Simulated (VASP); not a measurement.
Write the native input for VASP 6.6.1 that does the following.

```
Task                   : single point
Functional             : PBE
Potentials or basis    : VASP PAW PBE potentials, release 64 (S, Mo_sv)
Cutoff                 : 520 eV
k mesh                 : 10 × 10 × 1
Occupations            : fermi-dirac, width 0.05 eV
Spin                   : no spin polarisation
Dipole correction      : yes
Further INCAR settings : ALGO = Normal; EDIFF = 1e-06; NBANDS = 27
```

The structure of MoS4 lies in POSCAR:

```
MoS4
1.0
    3.1841260822      0.0000000000      0.0000000000
   -1.5920630411      2.7575340760      0.0000000000
    0.0000000000      0.0000000000     46.5665498867
S Mo
4 1
Direct
    0.3333333300      0.6666666600      0.1610598169
    0.3333333300      0.6666666600      0.4666858505
    0.3333333300      0.6666666600      0.5333141495
    0.3333333300      0.6666666600      0.8389401831
    0.0000000000      0.0000000000      0.5000000000
```

The input as run:

INCAR

```
SYSTEM = MoS4
PREC = Accurate
ENCUT = 520
EDIFF = 1E-6
ISMEAR = -1
SIGMA = 0.05
LREAL = .False.
LASPH = .True.
NELM = 80
ALGO = Normal
ISIF = 2
LWAVE = .False.
LCHARG = .False.
LDIPOL = .True.
IDIPOL = 3
DIPOL = 0.5 0.5 0.500
GGA = PE
NBANDS = 27
```

KPOINTS

```
Automatic mesh
0
Gamma
  10 10 1
  0 0 0
```

Potentials or basis: VASP PAW PBE potentials, release 64 (S, Mo_sv).

The run is started by

```bash
$ cat potpaw_PBE.64/S/POTCAR potpaw_PBE.64/Mo_sv/POTCAR > POTCAR
$ mpirun -np 1 vasp_std > vasp.out
```

Results of the run:

```json
{"Largest force": "0.195 eV/Å", "Band gap on the k mesh": "zero (band 19 reaches -2.11 eV, above the bottom of band 20 at -3.94 eV)"}
```

It took 17 min on 1 thread of AMD EPYC 7R13, with other jobs on the host, peak memory 0.51 GiB.
